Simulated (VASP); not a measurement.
A run of VASP 6.6.1 is set up as follows.

File INCAR:

```
PREC = Accurate
ENCUT = 600
EDIFF = 1E-6
ISMEAR = -1
SIGMA = 0.05
LREAL = False
LASPH = True
NELM = 200
ALGO = Normal
ISIF = 2
LWAVE = False
LCHARG = False
ISPIN = 2
MAGMOM = 2 2 0 0 0 0
LORBIT = 11
LMAXMIX = 4
NBANDS = 38
GGA_COMPAT = False
```

KPOINTS

```
regular mesh
0
Gamma
  6 6 9
```

File POSCAR:

```
VO2
1.0
    4.5072020454      0.0000000000      0.0000000000
    0.0000000000      4.5072020454      0.0000000000
    0.0000000000      0.0000000000      3.0444500000
V O
2 4
Direct
    0.5000000000      0.5000000000      0.5000000000
    0.0000000000      0.0000000000      0.0000000000
    0.2003580000      0.7996420000      0.5000000000
    0.7996420000      0.2003580000      0.5000000000
    0.7003580000      0.7003580000      0.0000000000
    0.2996420000      0.2996420000      0.0000000000
```

Potentials or basis: VASP PAW LDA potentials, release 64 (V_sv, O).

Command:

```console
$ cat potpaw_LDA.64/V_sv/POTCAR potpaw_LDA.64/O/POTCAR > POTCAR
$ mpirun -np 1 vasp_std > vasp.out
```

Q: Predict the pressure.

A: -22.2 GPa.

Q: Predict the site moments.

A: V +1.03; O -0.05 μB.

Stress tensor (GPa, compression positive):
```
-15.31   0.00   0.00
  0.00 -15.31   0.00
  0.00   0.00 -35.85
```

Caveat: the stress differs along the axes, from -36 to -15 GPa.
